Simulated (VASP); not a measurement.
## ScAl4N: single point with PBE

Crystal: ScAl4N.

```xyz
6
Lattice="4.9156 0.0000 0.0000 0.0000 2.3613 5.1448 0.0000 -2.3613 5.1448" Properties=species:S:1:pos:R:3 pbc="T T T"
Sc    0.0000    0.0000    6.3634
Al    0.0000    0.0000    3.4918
Al    2.4578    0.0000    4.7056
Al    2.4578   -1.1813    2.1993
Al    2.4578    1.1813    2.1993
N     0.0000    0.0000    1.6264
```

* Program: VASP 6.6.1
* Task: single point
* Functional: PBE
* Potentials or basis: VASP PAW PBE potentials, release 64 (Sc_sv, Al, N)
* Cutoff: 520 eV
* k mesh: 4 × 4 × 4
* Occupations: gaussian, width 0.1 eV
* Spin: no spin polarisation

```json
{
 "Pressure": "0.1 GPa",
 "Largest force": "0.010 eV/Å",
 "Band gap on the k mesh": "zero (band 14 reaches 4.69 eV, above the bottom of band 15 at 4.20 eV)"
}
```

Forces in eV/Å, atoms in the order of the input:
```
Sc   0.000  0.000 -0.008
Al   0.000  0.000  0.006
Al   0.000  0.000 -0.010
Al   0.000  0.003  0.002
Al   0.000 -0.003  0.002
N    0.000  0.000  0.008
```

Stress tensor (GPa, compression positive):
```
0.01 0.00 0.00
0.00 0.14 0.00
0.00 0.00 0.01
```

Levels at points of the mesh, in eV from the Fermi level:
```csv
k point,band 12,band 13,band 14,band 15,band 16,band 17
"(0.00, 0.00, 0.00)",-1.09,-0.56,-0.29,0.41,0.66,1.00
"(0.50, 0.00, 0.00)",-2.13,-0.88,-0.49,0.59,0.74,1.09
"(0.00, 0.50, 0.00)",-1.74,-0.88,-0.35,-0.27,1.17,2.17
"(0.50, 0.50, 0.00)",-2.10,-0.93,-0.03,0.43,1.55,1.63
"(0.00, 0.50, 0.50)",-1.34,-0.81,-0.15,0.86,1.38,1.52
"(0.50, 0.50, 0.50)",-1.53,-1.41,-0.27,1.27,1.86,1.96
```

It took 58 s on 1 thread of Intel(R) Xeon(R) Platinum 8259CL CPU @ 2.50GHz (Skylake/Cascade Lake) (shared host), peak memory 0.27 GiB.

Caveat: the k points lie up to 0.37 Å⁻¹ apart.
